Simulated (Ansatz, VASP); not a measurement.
**One calculation of NiO, two programs**

```xyz
2
Lattice="0.0000 2.0433 2.0433 2.0433 0.0000 2.0433 2.0433 2.0433 0.0000" Properties=species:S:1:pos:R:3 pbc="T T T"
Ni    0.0000    0.0000    0.0000
O     2.0433    2.0433    2.0433
```

Change from the starting cell: volume scaled by 0.94.

Alike in both runs: task single point; functional PBEsol; k mesh 11 × 11 × 11; occupations fermi-dirac, width 0.05 eV; collinear spin.

```csv
,VASP,Ansatz
version,VASP 6.6.1,Ansatz 0.2.0
potentials or method,"VASP PAW PBE potentials, release 64 (Ni, O), cutoff 520 eV","all-electron LAPW, scalar-relativistic"
```

```tsv
	VASP	Ansatz	Ansatz less VASP
gap on the k mesh at the Fermi level (eV)	none	none	-
pressure (GPa)	2.9	5.2	+2.35
net moment per atom (μB)	0.41	0.63	+0.223
size of the moment on the site where the two differ most (μB)	0.69	1.06	+0.374
```

The net moments are unlike, so the other rows may belong to different states. VASP's potentials were made for PBE, not for PBEsol. Site moments also hang on the region over which each program counts them. A gap of «none» marks a metal or a gap that the smearing closes. Ansatz ran all-electron here, and VASP with PAW potentials.
